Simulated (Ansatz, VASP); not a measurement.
One calculation of CO2, two programs

The input POSCAR:

```
CO2
1.0
    2.6429037954     -2.3798745358      0.0000000000
    2.6429037954      2.3798745358      0.0000000000
    0.0000000000      0.0000000000      6.4270321019
C O
2 4
Direct
    0.0000000000      0.0000000000      0.0000000000
    0.5000000000      0.5000000000      0.5000000000
    0.8037318794      0.1962681206      0.8928652596
    0.1962681206      0.8037318794      0.1071347404
    0.6962681206      0.3037318794      0.3928652596
    0.3037318794      0.6962681206      0.6071347404
```

INCAR.step1

```
  ALGO = Normal
  EDIFF = 1E-4
  ENCUT = 520
  GGA = PE
  ISMEAR = 0
  LASPH = T
  LCHARG = F
  LREAL = F
  LWAVE = T
  NBANDS = 25
  NELM = 60
  PREC = Accurate
  SIGMA = 0.01
```

The input INCAR.step2:

```
  ALGO = Normal
  EDIFF = 1E-7
  ENCUT = 520
  ISIF = 2
  ISMEAR = 0
  ISTART = 1
  LASPH = T
  LCHARG = T
  LELF = T
  LMIXTAU = T
  LREAL = F
  LVHAR = T
  LWAVE = F
  METAGGA = R2SCAN
  NBANDS = 25
  NELM = 60
  PREC = Accurate
  SIGMA = 0.01
```

The input KPOINTS:

```
k-points
0
Gamma
  8 8 4
```

Input for Ansatz:

```yaml
crystal:
  lattice:
    - [2.6429037954, -2.3798745358, 0.0]
    - [2.6429037954, 2.3798745358, 0.0]
    - [0.0, 0.0, 6.4270321019]
  atoms:
    - { symbol: C, position: [0.0, 0.0, 0.0] }
    - { symbol: C, position: [0.5, 0.5, 0.5] }
    - { symbol: O, position: [0.8037318794, 0.1962681206, 0.8928652596] }
    - { symbol: O, position: [0.1962681206, 0.8037318794, 0.1071347404] }
    - { symbol: O, position: [0.6962681206, 0.3037318794, 0.3928652596] }
    - { symbol: O, position: [0.3037318794, 0.6962681206, 0.6071347404] }
kpoints:
  mp_grid: { grid: [8, 8, 4] }
  band_path:
    path:
      - [0.0, 0.0, 0.0]
      - [0.5, 0.5, 0.0]
      - [0.4527147844, 0.5472852156, 0.0]
      - [-0.4527147844, 0.4527147844, 0.0]
      - [0.0, 0.0, 0.5]
      - [-0.4527147844, 0.4527147844, 0.5]
      - [0.4527147844, 0.5472852156, 0.5]
      - [0.5, 0.5, 0.5]
      - [0.0, 0.5, 0.0]
    npoints: 1
hamiltonian:
  xc: r2scan
scf:
  occupations: { method: fixed }
  n_extra_bands: 5
output:
  forces: true
  stress: true
  eigenvalues: true
  write_density: true
  write_potential: true
  elf: true
  volumetric_format: npy
```

Alike in both runs: task single point; functional r2SCAN; k mesh 8 × 8 × 4; no spin polarisation.

|  | VASP | Ansatz |
| --- | --- | --- |
| version | VASP 6.6.1 | Ansatz 0.2.0 |
| potentials or method | VASP PAW PBE potentials, release 64 (C, O) | plane waves, PAW |
| plane-wave cutoff (eV) | 520 | 500 |
| occupations | gaussian, width 0.01 eV | fixed |
| valence electrons in the cell | 32 | 32 |

|  | VASP | Ansatz | Ansatz less VASP |
| --- | --- | --- | --- |
| gap on the k mesh at the Fermi level (eV) | 7.29 | 7.31 | +0.026 |
| pressure (GPa) | 2.6 | 0.6 | -2.04 |
| traceless stress, the component that is largest in VASP (GPa) | -2.13 | 0.24 | +2.368 |
| rms of the force components (eV/Å) | 0.334 | 0.037 | -0.2966 |

VASP's potentials were made for PBE, not for r2SCAN. Atom by atom the forces differ by 0.371 eV/Å (rms over components).

Noted on VASP's run: the standard files for N, O and F lose accuracy on very short bonds.
